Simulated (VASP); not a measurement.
# InAs4 in VASP: notebook

The runs below take InAs4 through single point, with PBE+D3(BJ).

All numbers are computed with VASP 6.6.1; they aren't measurements. Logs are shortened: lines on timing, memory, paths and dates and some standing lists are left out, and cuts for length are marked.

**1. The cell of the first run**

The typed cell holds 10 atoms: a = 3.444 Å, b = 5.627 Å, c = 11.259 Å, α = 89.97°, β = 89.98°, γ = 90.01°.

**2. Single point, PBE+D3(BJ)**

INCAR

```
SYSTEM = InAs4
ALGO = Normal
EDIFF = 1E-6
ENCUT = 520
GGA = PE
ISIF = 2
ISMEAR = 0
IVDW = 12
LASPH = .TRUE.
LCHARG = .TRUE.
LELF = .TRUE.
LREAL = .FALSE.
LVHAR = .TRUE.
LWAVE = .FALSE.
NBANDS = 44
NELM = 60
PREC = Accurate
SIGMA = 0.1
```

KPOINTS

```
k-points
0
G
  6 4 2
  0 0 0
```

POSCAR

```
InAs4
1.0
    3.4436234098     -0.0334985820     -0.0157052764
    0.0538216900      5.6270131240     -0.0050749490
    0.0557780420      0.0161947558     11.2584409620
In As
2 8
Direct
    0.5001165835      0.4999557021      0.2499781244
    0.4998733278      0.5000724316      0.7500396168
   -0.0003828610      0.2902119303      0.0591015418
   -0.0001744697      0.2900910565      0.5591436434
    0.0021509884      0.1185502199      0.3549285523
   -0.0001818824      0.1186322047      0.8548720290
    0.9994395993      0.8814922859      0.1451170040
    0.9986055202      0.8813009748      0.6450823128
    1.0001618432      0.7097622544      0.4408672298
    1.0003913509      0.7099309396      0.9408699458
```

Potentials or basis: VASP PAW PBE potentials, release 64 (In_d, As).

Command:

```sh
> cat potpaw_PBE.64/In_d/POTCAR potpaw_PBE.64/As/POTCAR > POTCAR
> mpirun -np 1 vasp_std > vasp.out
```

OUTCAR:

```text
SYSTEM = InAs4
   EDIFF = 1E-6
   ENCUT = 520
   GGA = PE
   ISIF = 2
   ISMEAR = 0
   IVDW = 12
   LASPH = .TRUE.
   LREAL = .FALSE.
   NELM = 60
   PREC = Accurate
 IVDW          = 12

 ion  position               nearest neighbor table
   1  0.500  0.500  0.250-   5 2.99   7 2.99   3 3.00   7 3.00   9 3.00   9 3.00   3 3.00   5 3.00

   2  0.500  0.500  0.750-   8 2.99   6 2.99   6 2.99  10 3.00   8 3.00   4 3.00   4 3.00  10 3.00

   3  1.000  0.290  0.059-   6 2.49   7 2.50  10 2.71   1 3.00   1 3.00
   4  1.000  0.290  0.559-   5 2.49   8 2.50   9 2.71   2 3.00   2 3.00
   5  0.002  0.119  0.355-   4 2.49   9 2.50   7 2.71   1 2.99   1 3.00
   6  1.000  0.119  0.855-   3 2.49  10 2.49   8 2.71   2 2.99   2 2.99
   7  0.999  0.881  0.145-  10 2.49   3 2.50   5 2.71   1 2.99   1 3.00
   8  0.999  0.881  0.645-   9 2.49   4 2.50   6 2.71   2 2.99   2 3.00
   9  0.000  0.710  0.441-   8 2.49   5 2.50   4 2.71   1 3.00   1 3.00
  10  0.000  0.710  0.941-   7 2.49   6 2.49   3 2.71   2 3.00   2 3.00

  LATTYP: Found a triclinic cell.
 ALAT       =     8.8934549373
 B/A-ratio  =     0.3872310788
 C/A-ratio  =     1.7905121061
 COS(alpha) =     0.0001562376
 COS(beta)  =     0.4475882605
 COS(gamma) =     0.7743617372

  Lattice vectors:

 A1 = (  -6.9410685096,  -5.5600159600,   0.0364855018)
 A2 = (  -3.4436234098,   0.0334985820,   0.0157052764)
 A3 = (  -0.1634214220, -11.2702210038, -11.2482910640)

Analysis of symmetry for initial positions (statically):
=====================================================================
 Subroutine PRICEL returns:
 Original cell was already a primitive cell.

 Routine SETGRP: Setting up the symmetry group for a
 triclinic supercell.

 Subroutine GETGRP returns: Found  1 space group operations
 (whereof  1 operations were pure point group operations)
 out of a pool of  2 trial point group operations.

The static configuration has the point symmetry C_1 .

Analysis of symmetry for dynamics (positions and initial velocities):
=====================================================================
 Subroutine PRICEL returns:
 Original cell was already a primitive cell.

 Routine SETGRP: Setting up the symmetry group for a
 triclinic supercell.

 Subroutine GETGRP returns: Found  1 space group operations
 (whereof  1 operations were pure point group operations)
 out of a pool of  2 trial point group operations.

The dynamic configuration has the point symmetry C_1 .

 Subroutine INISYM returns: Found  1 space group operations
 (whereof  1 operations are pure point group operations),
 and found     1 'primitive' translations

----------------------------------------------------------------------------------------

                                     Primitive cell

  volume of cell :     218.1839

  direct lattice vectors                    reciprocal lattice vectors
     3.443623410 -0.033498582 -0.015705276     0.290358229 -0.002778535 -0.001434534
     0.053821690  5.627013124 -0.005074949     0.001727385  0.177697415 -0.000264168
     0.055778042  0.016194756 11.258440962     0.000405822  0.000076224  0.088820125

  length of vectors
     3.443822150  5.627272805 11.258590780     0.290375066  0.177706007  0.088821084

  position of ions in fractional coordinates (direct lattice)
     0.500116584  0.499955702  0.249978124
     0.499873328  0.500072432  0.750039617
     0.999617139  0.290211930  0.059101542
     0.999825530  0.290091057  0.559143643
     0.002150988  0.118550220  0.354928552
     0.999818118  0.118632205  0.854872029
     0.999439599  0.881492286  0.145117004
     0.998605520  0.881300975  0.645082313
     0.000161843  0.709762254  0.440867230
     0.000391351  0.709930940  0.940869946

  ion indices of the primitive-cell ions
   primitive index   ion index
                 1           1
                 2           2
                 3           3
                 4           4
                 5           5
                 6           6
                 7           7
                 8           8
                 9           9
                10          10

----------------------------------------------------------------------------------------

 KPOINTS: k-points

Automatic generation of k-mesh.
 Grid dimensions read from file:
 generate k-points for:    6    4    2

 Generating k-lattice:

  Cartesian coordinates                     Fractional coordinates (reciprocal lattice)
     0.048393038 -0.000463089 -0.000239089     0.166666667  0.000000000  0.000000000
     0.000431846  0.044424354 -0.000066042     0.000000000  0.250000000  0.000000000
     0.000202911  0.000038112  0.044410062     0.000000000 -0.000000000  0.500000000

  Length of vectors
     0.048395844  0.044426502  0.044410542

  Shift w.r.t. Gamma in fractional coordinates (k-lattice)
     0.000000000  0.000000000  0.000000000

 Subroutine IBZKPT returns following result:
 ===========================================

 Found     28 irreducible k-points:

 Following reciprocal coordinates:
            Coordinates               Weight
  0.000000  0.000000  0.000000      1.000000
  0.166667  0.000000  0.000000      2.000000
  0.333333  0.000000  0.000000      2.000000
  0.500000  0.000000  0.000000      1.000000
  0.000000  0.250000  0.000000      2.000000
  0.166667  0.250000  0.000000      2.000000
[... 16 lines left out ...]
 -0.333333  0.250000  0.500000      2.000000
 -0.166667  0.250000  0.500000      2.000000
 [... further k-points ...]
   k-points           NKPTS =     28   k-points in BZ     NKDIM =     28   number of bands    NBANDS=     44
   number of dos      NEDOS =    301   number of ions     NIONS =     10
   total plane-waves  NPLWV =  98784
   dimension x,y,z NGX =    28 NGY =   42 NGZ =   84
   dimension x,y,z NGXF=    56 NGYF=   84 NGZF=  168
   ions per type =               2   8
   NGX,Y,Z   is equivalent  to a cutoff of  13.52, 12.41, 12.40 a.u.
   NGXF,Y,Z  is equivalent  to a cutoff of  27.03, 24.82, 24.81 a.u.
 SYSTEM =  InAs4
   PREC   = accura    normal or accurate (medium, high low for compatibility)
   ISTART =      0    job   : 0-new  1-cont  2-samecut
   ICHARG =      2    charge: 1-file 2-atom 10-const
   ISPIN  =      1    spin polarized calculation?
   LNONCOLLINEAR =      F non collinear calculations
   LSORBIT =      F    spin-orbit coupling
   LASPH  =      T    aspherical Exc in radial PAW
   ENCUT  =  520.0 eV  38.22 Ry    6.18 a.u.   6.40 10.46 20.93*2*pi/ulx,y,z
   NELM   =     60;   NELMIN=  2; NELMDL= -5     # of ELM steps
   EDIFF  = 0.1E-05   stopping-criterion for ELM
   LREAL  =      F    real-space projection
   EDIFFG = 0.1E-04   stopping-criterion for IOM
   NSW    =      0    number of steps for IOM
   IBRION =     -1    ionic relax: 0-MD 1-quasi-New 2-CG
   NFREE  =      0    steps in history (QN), initial steepest desc. (CG)
   ISIF   =      2    stress and relaxation
   ISYM   =      2    0-nonsym 1-usesym 2-fastsym
   POTIM  = 0.5000    time-step for ionic-motion
   TEBEG  =    0.0;   TEEND  =   0.0 temperature during run
   PSTRESS=    0.0 pullay stress
   NELECT =      66.0000    total number of electrons
   NUPDOWN=      -1.0000    fix difference up-down
   EMIN   =  10.00;   EMAX   =-10.00  energy-range for DOS
   EFERMI =   0.00;   METHOD = LEGACY
   ISMEAR =     0;   SIGMA  =   0.10  broadening in eV -4-tet -1-fermi 0-gaus
   EFERMI_NEDOS =   21; number of points for ismear=-14 and -15
   IALGO  =     38    algorithm
   IMIX   =      4    mixing-type and parameters
     AMIX     =   0.40;   BMIX     =  1.00
     AMIX_MAG =   1.60;   BMIX_MAG =  1.00
  volume/ion in A,a.u.               =      21.82       147.24
  Fermi-wavevector in a.u.,A,eV,Ry     =   1.098960  2.076734 16.431938  1.207713
  Thomas-Fermi vector in A             =   2.235347
   LORBIT       =      0    0 simple, 1 ext, 2 COOP (PROOUT), +10 PAW based schemes
   GGA     = PE    functional components
   LHFCALC =     F    Hartree Fock is set to
   AEXX    =    0.0000 exact exchange contribution
   IVDW    =    12    specifies the selected vdW correction
   LEPSILON=     F    determine dielectric tensor
   LRPA    =     F    only Hartree local field effects (RPA)
 non-spin polarized calculation
 Gauss-broadening in eV      SIGMA  =   0.10
  energy-cutoff  :      520.00
  volume of cell :      218.18
 maximum number of plane-waves:      5945
 NGX is ok and might be reduce to    28

 number of electron      65.9999996 magnetization

 Free energy of the ion-electron system (eV)
  ---------------------------------------------------
  ext. energy  EPLUGINS =         0.00000000
  ---------------------------------------------------
  free energy    TOTEN  =       -40.29505506 eV

  energy without entropy =      -40.28015425  energy(sigma->0) =      -40.28760465

 E-fermi :   5.8572     XC(G=0): -10.1895

 val. band max:        5.7318506485   @ k =   0.1667   0.5000   0.5000
 cond. band min:       5.8846241307   @ k =   0.3333   0.0000   0.5000
 fundamental gap:      0.1527734822
 Fermi energy:         5.8571859487

 k-point     1 :       0.0000    0.0000    0.0000
  band No.  band energies     occupation
      1      -8.8497      2.00000
      2      -8.8489      2.00000
      3      -8.7542      2.00000
      4      -8.7467      2.00000
      5      -8.6802      2.00000
      6      -8.6793      2.00000
[... 36 lines left out ...]
     43      10.4341      0.00000
     44      10.5375      0.00000

 k-point     2 :       0.1667    0.0000    0.0000
  band No.  band energies     occupation
      1      -8.7844      2.00000
      2      -8.7837      2.00000
      3      -8.7510      2.00000
      4      -8.7377      2.00000
      5      -8.7323      2.00000
      6      -8.7220      2.00000
[... 1026 lines left out ...]
 k-point    24 :      -0.1667    0.2500    0.5000
  band No.  band energies     occupation
      1      -8.7840      2.00000
      2      -8.7836      2.00000
      3      -8.7522      2.00000
      4      -8.7513      2.00000
      5      -8.7319      2.00000
      6      -8.7311      2.00000
[... 36 lines left out ...]
     43      10.7792      0.00000
     44      10.7875      0.00000

 [... further k-points ...]

------------------------ aborting loop because EDIFF is reached ----------------------------------------

 Edisp (eV)   -4.10943

 E8    (eV) :    -1.7972

  FORCE on cell =-STRESS in cart. coord.  units (eV):
  Direction    XX          YY          ZZ          XY          YZ          ZX
  --------------------------------------------------------------------------------------
  -------------------------------------------------------------------------------------
  Total       0.07797     0.39777     0.38678     0.01197    -0.00102    -0.00407
  in kB       0.57253     2.92092     2.84022     0.08788    -0.00746    -0.02989
  external pressure =        2.11 kB  Pullay stress =        0.00 kB

 VOLUME and BASIS-vectors are now :
 -----------------------------------------------------------------------------
  energy-cutoff  :      520.00
  volume of cell :      218.18
      direct lattice vectors                 reciprocal lattice vectors
     3.443623410 -0.033498582 -0.015705276     0.290358229 -0.002778535 -0.001434534
     0.053821690  5.627013124 -0.005074949     0.001727385  0.177697415 -0.000264168
     0.055778042  0.016194756 11.258440962     0.000405822  0.000076224  0.088820125

 POSITION                                       TOTAL-FORCE (eV/Angst)
 -----------------------------------------------------------------------------------
      1.76306      2.80055      2.80397         0.004311      0.000283     -0.000068
      1.79013      2.80932      8.43389        -0.004184     -0.000878     -0.000648
      3.46122      1.60050      0.64822        -0.000325      0.042191      0.021773
      3.48982      1.60791      6.27791         0.002757      0.043300      0.022377
      0.03358      0.67276      3.99531        -0.006789      0.018040     -0.043755
      3.49707      0.64790      9.60822         0.002824      0.018092     -0.042542
      3.49723      4.92904      1.61362         0.000003     -0.018854      0.041684
      3.52224      4.93609      7.24247         0.003854     -0.016390      0.043552
      0.06335      4.00098      4.95987        -0.001433     -0.042588     -0.022189
      0.09204      4.01001     10.58912        -0.001019     -0.043197     -0.020185
 -----------------------------------------------------------------------------------
    total drift:                                0.000022      0.000028      0.000001

  FREE ENERGIE OF THE ION-ELECTRON SYSTEM (eV)
  ---------------------------------------------------
  free  energy   TOTEN  =       -44.4044815467 eV

  energy  without entropy=      -44.3895807430  energy(sigma->0) =      -44.39703114
```

Wall time 5.5 min (1 thread of Intel Xeon 6975P-C, shared host); peak memory 0.43 GiB.

What came out:

```
Free energy                : -44.4045 eV
Pressure                   : 0.2 GPa
Largest force              : 0.049 eV/Å
Band gap on the k mesh     : zero (band 33 reaches 7.81 eV, above the bottom of band 34 at 4.27 eV)
Dispersion energy per atom : -0.411 eV
```

Forces in eV/Å, atoms in the order of the input:
```
In   0.004  0.000  0.000
In  -0.004 -0.001 -0.001
As   0.000  0.042  0.022
As   0.003  0.043  0.022
As  -0.007  0.018 -0.044
As   0.003  0.018 -0.043
As   0.000 -0.019  0.042
As   0.004 -0.016  0.044
As  -0.001 -0.043 -0.022
As  -0.001 -0.043 -0.020
```

Caveat: spin-orbit coupling is left out, which moves the levels of the heavy elements; pairwise dispersion overbinds metals, which lowers pressure and volume.

**3. Single point, PBE+D3(BJ)**

This run uses another cell than the first one, of 22.05 Å³/atom, 1.011 times its volume.

INCAR

```
PREC = Accurate
ENCUT = 520
EDIFF = 1E-6
ISMEAR = 0
SIGMA = 0.1
LREAL = False
LASPH = True
NELM = 60
ALGO = Normal
ISIF = 2
LWAVE = False
LCHARG = False
GGA = PE
IVDW = 12
NBANDS = 44
```

KPOINTS

```
Automatic mesh
0
Gamma
  6 4 2
```

POSCAR

```
InAs4
1.0
    3.5985972068      0.0000000000      0.0000000000
    0.1103336506      5.5603833875      0.0000000000
    0.1087958420      0.0259941065     11.0191270522
In As
2 8
Direct
    0.5009787480      0.4897921765      0.2522084979
    0.5042471022      0.5034123253      0.7511043249
    0.0028408772      0.2911291569      0.0633066328
    0.0226154365      0.2891071581      0.5635378443
    0.0087266249      0.1288713645      0.3517737340
    0.0082239758      0.1288188879      0.8529692814
    0.9966253977      0.8745785758      0.1484608351
    0.9876022141      0.8701331986      0.6432084437
    0.9797467705      0.7104377763      0.4352617484
    0.9883928532      0.7137193799      0.9381686576
```

Potentials or basis: VASP PAW PBE potentials, release 64 (In_d, As).

Command:

```sh
> cat potpaw_PBE.64/In_d/POTCAR potpaw_PBE.64/As/POTCAR > POTCAR
> mpirun -np 1 vasp_std > vasp.out
```

Wall time 5.6 min (1 thread of Intel Xeon 6975P-C, shared host); peak memory 0.43 GiB.

The run converged. Its results:

```yaml
Free_energy: -44.3081 eV
Pressure: 0.6 GPa
Largest_force: 0.215 eV/Å
Band_gap_on_the_k_mesh: zero (band 33 reaches 7.30 eV, above the bottom of band 34 at 4.20 eV)
Dispersion_energy_per_atom: -0.405 eV
```

Forces in eV/Å, atoms in the order of the input:
```
In  -0.053  0.164 -0.120
In  -0.046 -0.013  0.017
As   0.018  0.019 -0.076
As  -0.077  0.073 -0.018
As  -0.013 -0.114  0.182
As  -0.035  0.007  0.035
As   0.013 -0.045 -0.069
As   0.065  0.069  0.160
As   0.068 -0.060 -0.041
As   0.061 -0.101 -0.071
```

Stress tensor (GPa, compression positive):
```
-0.43 -0.26 -0.12
-0.26  0.41  0.08
-0.12  0.08  1.83
```

Levels at points of the mesh, in eV from the Fermi level:
```csv
k point,band 31,band 32,band 33,band 34,band 35,band 36,band 37,band 38
"(0.00, 0.00, 0.00)",1.22,1.48,1.62,1.64,2.04,2.20,2.20,2.71
"(0.50, 0.00, 0.00)",-1.74,-1.62,-1.46,-1.27,-1.15,-0.67,0.07,1.90
"(0.00, 0.50, 0.00)",-0.35,-0.09,0.28,0.33,1.12,1.48,1.66,2.01
"(0.50, 0.50, 0.00)",-1.70,-1.58,-1.56,-1.47,0.16,0.81,0.94,1.34
"(0.00, 0.00, 0.50)",0.61,0.71,1.39,1.49,1.54,1.60,2.54,2.60
"(0.50, 0.00, 0.50)",-1.28,-1.21,-0.90,-0.86,-0.20,-0.13,1.17,1.27
"(0.00, 0.50, 0.50)",-0.11,-0.07,0.30,0.33,1.06,1.14,2.11,2.22
"(0.50, 0.50, 0.50)",-1.77,-1.74,-1.27,-1.22,0.61,0.75,1.70,1.71
```

Caveat: spin-orbit coupling is left out, which moves the levels of the heavy elements; pairwise dispersion overbinds metals, which lowers pressure and volume.

**4. Single point, PBE+D3(BJ)**

This run uses another cell than the first one: it holds 5 atoms, not 10.

INCAR

```
SYSTEM = InAs4
PREC = Accurate
ENCUT = 520
EDIFF = 1E-7
ISMEAR = 0
SIGMA = 0.1
LREAL = .False.
LASPH = .True.
NELM = 60
ALGO = Normal
ISIF = 2
LWAVE = .False.
LCHARG = .False.
GGA = PE
IVDW = 12
NBANDS = 24
```

KPOINTS

```
regular mesh
0
Gamma
  8 8 12
  0 0 0
```

POSCAR

```
InAs4
1.0
    6.0768986185      0.0000000000      0.0000000000
    0.0000000000      6.0768986185      0.0000000000
    0.0000000000      0.0000000000      2.8867404445
In As
1 4
Direct
    0.5000000000      0.5000000000      0.5000000000
    0.7173615820      0.0941011677      0.0000000000
    0.9058988323      0.7173615820      0.0000000000
    0.0941011677      0.2826384180      0.0000000000
    0.2826384180      0.9058988323      0.0000000000
```

Command:

```sh
> cat potpaw_PBE.64/In_d/POTCAR potpaw_PBE.64/As/POTCAR > POTCAR
> mpirun -np 1 vasp_std > vasp.out
```

Run time: 5.4 min. Hardware: 1 thread of Intel Xeon 6975P-C, shared host; peak memory 0.44 GiB.

It converged, with:

```
Free energy                : -22.6557 eV
Pressure                   : 0.1 GPa
Largest force              : 0.030 eV/Å
Dispersion energy per atom : -0.424 eV
```

Forces on the atoms (eV/Å):
```
In   0.000  0.000  0.000
As  -0.029  0.008  0.000
As  -0.008 -0.029  0.000
As   0.008  0.029  0.000
As   0.029 -0.008  0.000
```

Stress tensor (GPa, compression positive):
```
0.17 0.00 0.00
0.00 0.17 0.00
0.00 0.00 0.08
```

Levels at points of the mesh, in eV from the Fermi level:
| k point | band 13 | band 14 | band 15 | band 16 | band 17 | band 18 | band 19 | band 20 | band 21 | band 22 |
| --- | --- | --- | --- | --- | --- | --- | --- | --- | --- | --- |
| (0.00, 0.00, 0.00) | -3.83 | -3.83 | 2.31 | 2.31 | 2.40 | 2.69 | 3.15 | 5.02 | 5.02 | 5.64 |
| (0.50, 0.00, 0.00) | -3.72 | -0.59 | 0.50 | 0.70 | 0.94 | 3.07 | 3.56 | 4.07 | 4.53 | 5.01 |
| (0.50, 0.50, 0.00) | -3.11 | -2.52 | -1.60 | -1.60 | 3.12 | 3.45 | 4.20 | 4.20 | 4.45 | 5.13 |
| (0.00, 0.00, 0.50) | -3.67 | -3.01 | -2.91 | -1.27 | -0.88 | -0.88 | -0.72 | 3.00 | 3.00 | 3.98 |
| (0.50, 0.00, 0.50) | -3.50 | -2.97 | -2.59 | -1.69 | -1.32 | -0.77 | 1.65 | 1.74 | 2.76 | 3.41 |
| (0.50, 0.50, 0.50) | -3.55 | -2.90 | -1.67 | -1.67 | -1.13 | 0.27 | 0.37 | 1.80 | 1.80 | 4.25 |

Caveat: spin-orbit coupling is left out, which moves the levels of the heavy elements; pairwise dispersion overbinds metals, which lowers pressure and volume.

**5. Overview**

```tsv
cell	k mesh	gap on the mesh (eV)	pressure (GPa)	largest force (eV/Å)
a = 3.444, b = 5.627, c = 11.259 Å, 10 atoms	6 × 4 × 2	none	0.2	0.05
a = 3.599, b = 5.561, c = 11.020 Å, angles 89.9, 89.4, 88.9°, 10 atoms	6 × 4 × 2	none	0.6	0.22
a = 6.077, b = 6.077, c = 2.887 Å, 5 atoms	8 × 8 × 12	none	0.1	0.03
```

Alike in all rows: task single point; level PBE+D3(BJ); potentials or basis VASP PAW PBE potentials, release 64 (In_d, As); no spin polarisation; cutoff (eV) 520; smearing gaussian 0.1 eV.

Caveats: spin-orbit coupling is left out, which moves the levels of the heavy elements; pairwise dispersion overbinds metals, which lowers pressure and volume.

Absolute energies hang on the potentials; compare differences alone.
